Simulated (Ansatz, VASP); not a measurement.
# Ge in VASP and in Ansatz

```
CELL_PARAMETERS angstrom
3.99697 0.00000 0.00000
-1.99848 3.46148 0.00000
0.00000 0.00000 6.89320
ATOMIC_POSITIONS crystal
Ge 0.66667 0.33333 0.06511
Ge 0.33333 0.66667 0.56511
Ge 0.66667 0.33333 0.43489
Ge 0.33333 0.66667 0.93489
```

Change from the starting cell: strain along c alone, the other axes held, atoms relaxed: +4.5 %.

Alike in both runs: functional PBEsol; k mesh 18 × 18 × 8; occupations gaussian, width 0.1 eV; no spin polarisation.

Ansatz relaxed the structure, and its values are those at the end. VASP's run is a single point on that final structure, the one shown.

```csv
,VASP,Ansatz
version,VASP 6.6.1,Ansatz 0.2.0
potentials or method,"VASP PAW PBE potentials, release 64 (Ge_d), cutoff 520 eV","scalar-relativistic, plane waves, PAW"
valence electrons in the cell,56,56
```

|  | VASP | Ansatz | Ansatz less VASP |
| --- | --- | --- | --- |
| gap on the k mesh at the Fermi level (eV) | none | none | - |
| pressure (GPa) | -2.7 | -2.7 | +0.08 |

VASP's potentials were made for PBE, not for PBEsol. A gap of «none» marks a metal or a gap that the smearing closes. With one functional, cell and mesh, what is left measures potentials, basis and numerics. Ansatz's warnings: stress scf threshold loose.
